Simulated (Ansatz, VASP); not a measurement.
One calculation of AlNi3, two programs

The input INCAR:

```
PREC = Accurate
ENCUT = 520
EDIFF = 1E-7
ISMEAR = 0
SIGMA = 0.1
LREAL = False
LASPH = True
NELM = 60
ALGO = Normal
ISIF = 2
LWAVE = False
LCHARG = False
GGA = PS
NBANDS = 24
```

The input KPOINTS:

```
regular mesh
0
Gamma
  7 7 7
```

File POSCAR:

```
AlNi3
1.0
    0.0000000000      2.8018887551      2.8018887551
    2.8018887551      0.0000000000      2.8018887551
    2.8018887551      2.8018887551      0.0000000000
Al Ni
1 3
Direct
    0.5000000000      0.5000000000      0.5000000000
    0.2500000000      0.2500000000      0.2500000000
    0.0000000000      0.0000000000      0.0000000000
    0.7500000000      0.7500000000      0.7500000000
```

Input for Ansatz:

```yaml
crystal:
  lattice:
    - [0.0, 2.8018887551, 2.8018887551]
    - [2.8018887551, 0.0, 2.8018887551]
    - [2.8018887551, 2.8018887551, 0.0]
  atoms:
    - { symbol: Al, position: [0.5, 0.5, 0.5] }
    - { symbol: Ni, position: [0.25, 0.25, 0.25] }
    - { symbol: Ni, position: [0.0, 0.0, 0.0] }
    - { symbol: Ni, position: [0.75, 0.75, 0.75] }
basis:
  ecutwfc: 420
kpoints:
  mp_grid: { grid: [7, 7, 7] }
hamiltonian:
  xc: pbesol
scf:
  occupations: { method: gaussian, width: 0.1 }
output:
  forces: true
  stress: true
  eigenvalues: true
```

Alike in both runs: task single point; functional PBEsol; k mesh 7 × 7 × 7; occupations gaussian, width 0.1 eV; no spin polarisation.

|  | VASP | Ansatz |
| --- | --- | --- |
| version | VASP 6.6.1 | Ansatz 0.2.0 |
| potentials or method | VASP PAW PBE potentials, release 64 (Al, Ni), cutoff 520 eV | scalar-relativistic, plane waves, PAW |
| valence electrons in the cell | 33 | 57 |

VASP gave:

- gap on the k mesh at the Fermi level (eV): none
- pressure (GPa): -0.7

Task: What did Ansatz give for the same quantities?

Result: gap on the k mesh at the Fermi level (eV): none; pressure (GPa): -0.8.

VASP's potentials were made for PBE, not for PBEsol. A gap of «none» marks a metal or a gap that the smearing closes. The functional is the same, so the differences come from potentials, cutoffs and numerics. VASP's potentials hold 33 valence electrons a cell and Ansatz's 57, so a difference there can come from the potentials and not from the codes.
